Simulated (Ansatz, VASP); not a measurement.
## Pt in VASP and in Ansatz

The input INCAR:

```
SYSTEM = Pt
PREC     = Accurate       ! precision mode
ENCUT    = 520            ! plane-wave cutoff, eV
EDIFF    = 1E-6           ! SCF threshold, eV
ISMEAR   = -1             ! smearing method
SIGMA    = 0.05           ! smearing width, eV
LREAL    = .False.        ! projectors in reciprocal space
LASPH    = .True.         ! aspherical terms in the spheres
NELM     = 80             ! most SCF steps
ALGO     = Normal         ! electronic algorithm
ISIF     = 2              ! what is computed and relaxed
LWAVE    = .False.        ! write WAVECAR
LCHARG   = .True.         ! write CHGCAR
GGA      = PS             ! functional
LELF     = .True.         ! ELF
LVHAR    = .True.       
NBANDS   = 11             ! bands
```

Contents of KPOINTS:

```
Automatic mesh
0
Gamma
  7 7 7
  0 0 0
```

The input POSCAR:

```
Pt
1.0
    0.0000000000      1.9609000000      1.9609000000
    1.9609000000      0.0000000000      1.9609000000
    1.9609000000      1.9609000000      0.0000000000
Pt
1
Direct
    0.0000000000      0.0000000000      0.0000000000
```

Contents of input.yaml:

```yaml
crystal:
  lattice:
    - [0.0, 1.9609, 1.9609]
    - [1.9609, 0.0, 1.9609]
    - [1.9609, 1.9609, 0.0]
  atoms:
    - { symbol: Pt, position: [0.0, 0.0, 0.0] }
hamiltonian:
  xc: pbesol
  pseudopotentials: { kind: paw }
kpoints:
  mp_grid: { grid: [7, 7, 7] }
  band_path:
    path:
      - [[0.0, 0.0, 0.0], [0.5, 0.0, 0.5], [0.5, 0.25, 0.75], [0.375, 0.375, 0.75], [0.0, 0.0, 0.0], [0.5, 0.5, 0.5], [0.625, 0.25, 0.625], [0.5, 0.25, 0.75], [0.5, 0.5, 0.5], [0.375, 0.375, 0.75]]
      - [[0.625, 0.25, 0.625], [0.5, 0.0, 0.5]]
    npoints: 14
scf:
  occupations: { method: fermi_dirac, width: 0.05 }
  n_extra_bands: 6
output:
  forces: true
  stress: true
  eigenvalues: true
  fatbands: false
```

Alike in both runs: functional PBEsol; k mesh 7 × 7 × 7; occupations fermi-dirac, width 0.05 eV; no spin polarisation.

|  | VASP | Ansatz |
| --- | --- | --- |
| version | VASP 6.6.1 | Ansatz 0.2.0 |
| potentials or method | VASP PAW PBE potentials, release 64 (Pt) | Ansatz PAW |
| plane-wave cutoff (eV) | 520 | 420 |
| valence electrons in the cell | 10 | 18 |
| task | single point | band structure |

|  | VASP | Ansatz | Ansatz less VASP |
| --- | --- | --- | --- |
| gap on the k mesh at the Fermi level (eV) | none | none | - |
| pressure (GPa) | 0.5 | 0.9 | +0.37 |

VASP's potentials were made for PBE, not for PBEsol. A gap of «none» marks a metal or a gap that the smearing closes. The functional is the same, so the differences come from potentials, cutoffs and numerics. VASP's potentials hold 10 valence electrons a cell and Ansatz's 18, so a difference there can come from the potentials and not from the codes.

The k mesh is coarse, so the values compare programs but aren't converged. Neither program's run includes spin-orbit coupling.
